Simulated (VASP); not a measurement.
Zr, 4 atoms in the cell. The typed cell holds 4 atoms: a = 6.204 Å, b = 6.204 Å, c = 3.102 Å, α = 109.47°, β = 109.47°, γ = 109.47°. 

- Program: VASP 6.6.1
- Task: single point
- Functional: PBE
- Potentials or basis: VASP PAW PBE potentials, release 64 (Zr_sv)
- Cutoff: 520 eV
- k mesh: 4 × 4 × 7
- Occupations: fermi-dirac, width 0.08 eV
- Spin: no spin polarisation
- Dipole correction: no
- Further INCAR settings: ALGO = Normal; EDIFF = 1e-06; NBANDS = 32

Potentials or basis: VASP PAW PBE potentials, release 64 (Zr_sv).

Launch:

```console
$ cat potpaw_PBE.64/Zr_sv/POTCAR > POTCAR
$ mpirun -np 1 vasp_std > vasp.out
```

Hardware: 1 thread of Intel(R) Xeon(R) 6975P-C (Granite Rapids), with other jobs on the host.

Task: Estimate the wall time of this run.

Result: Wall time 74 s on 1 thread of Intel(R) Xeon(R) 6975P-C (Granite Rapids) (shared host), peak memory 0.28 GiB. Counts: scf iterations 14, k points 58.
